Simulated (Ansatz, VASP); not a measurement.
**Two plane-wave programs on C**

```xyz
6
Lattice="3.5640 -1.2377 0.0017 3.5640 1.2377 0.0017 -3.0733 0.0000 4.3416" Properties=species:S:1:pos:R:3 pbc="T T T"
C     3.2846    0.0000    3.6595
C     0.7702    0.0000    0.6855
C    -2.3381    0.0000    3.5077
C     1.9803    0.0000    2.9346
C     2.0744    0.0000    1.4103
C     6.3929    0.0000    0.8373
```

Alike in both runs: functional PBE; k mesh 16 × 16 × 10; occupations gaussian, width 0.1 eV; no spin polarisation.

Ansatz relaxed the structure, and its values are those at the end. VASP's run is a single point on that final structure, the one shown.

```csv
,VASP,Ansatz
version,VASP 6.6.1,Ansatz 0.2.0
potentials or method,"VASP PAW PBE potentials, release 64 (C), cutoff 520 eV","scalar-relativistic, plane waves, PAW"
valence electrons in the cell,24,24
```

```tsv
	VASP	Ansatz	Ansatz less VASP
gap on the k mesh at the Fermi level (eV)	none	none	-
pressure (GPa)	0.6	0.0	-0.59
rms of the force components (eV/Å)	0.014	0.001	-0.0135
```

A gap of «none» marks a metal or a gap that the smearing closes.
